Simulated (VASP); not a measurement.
# MgO: relaxation of cell and atoms with PBE

The system is MgO.

```xyz
2
Lattice="0.0000 2.1012 2.1012 2.1012 0.0000 2.1012 2.1012 2.1012 0.0000" Properties=species:S:1:pos:R:3 pbc="T T T"
Mg    0.0000    0.0000    0.0000
O     2.1012    2.1012    2.1012
```

- Program: VASP 6.6.1
- Task: relaxation of cell and atoms
- Functional: PBE
- Potentials or basis: VASP PAW PBE potentials, release 64 (Mg, O)
- Cutoff: 600 eV
- k mesh: 10 × 10 × 10
- Occupations: gaussian, width 0.02 eV
- Spin: no spin polarisation
- Dipole correction: no
- Further INCAR settings: ALGO = Normal; EDIFF = 1e-07; IBRION = 2; EDIFFG = -0.005; NSW = 100; ISIF = 3

The relaxed volume is 9.56 Å³/atom and the relaxed cell is a = 3.002 Å, b = 3.002 Å, c = 3.002 Å, α = 60.00°, β = 60.00°, γ = 60.00°. The space group after relaxing (to 0.1 Å) is Fm-3m (No. 225) and the energy gained by relaxing is 4.2 meV/atom. The ionic steps are 3. The pressure after relaxing is 0.0 GPa. The band gap on the k mesh is 4.50 eV.

The path:
```tsv
step	energy change (eV)	largest force (eV/Å)	pressure (GPa)	volume (Å³)
1	0.0000	0.0000	4.87	18.55
2	-0.0075	0.0000	-1.53	19.32
3	-0.0084	0.0000	0.01	19.12
```

Final structure:
```cif
data_structure
_symmetry_space_group_name_H-M 'P 1'
_symmetry_Int_Tables_number 1
_cell_length_a 3.0016
_cell_length_b 3.0016
_cell_length_c 3.0016
_cell_angle_alpha 60.000
_cell_angle_beta 60.000
_cell_angle_gamma 60.000
_cell_volume 19.12
loop_
_atom_site_label
_atom_site_type_symbol
_atom_site_fract_x
_atom_site_fract_y
_atom_site_fract_z
_atom_site_occupancy
Mg1 Mg 0.00000 0.00000 0.00000 1
O1 O 0.50000 0.50000 0.50000 1
```

Levels at points of the mesh, in eV from the valence-band top:
| k point | band 1 | band 2 | band 3 | band 4 | band 5 | band 6 | band 7 | band 8 |
| --- | --- | --- | --- | --- | --- | --- | --- | --- |
| (0.00, 0.00, 0.00) | -17.14 | 0.00 | 0.00 | 0.00 | 4.50 | 15.67 | 15.67 | 15.67 |
| (0.50, 0.00, 0.00) | -15.92 | -4.51 | -0.63 | -0.63 | 7.75 | 12.34 | 16.07 | 16.07 |
| (0.50, 0.50, 0.00) | -15.67 | -3.99 | -1.32 | -1.32 | 9.09 | 9.72 | 12.85 | 18.62 |

It took 19 s on 1 thread of Intel(R) Xeon(R) Platinum 8375C CPU @ 2.90GHz (Ice Lake), on a shared host, peak memory 0.15 GiB.

PBE usually gives volumes a little too large and moduli too small. Zero-point motion and thermal expansion aren't in these numbers.
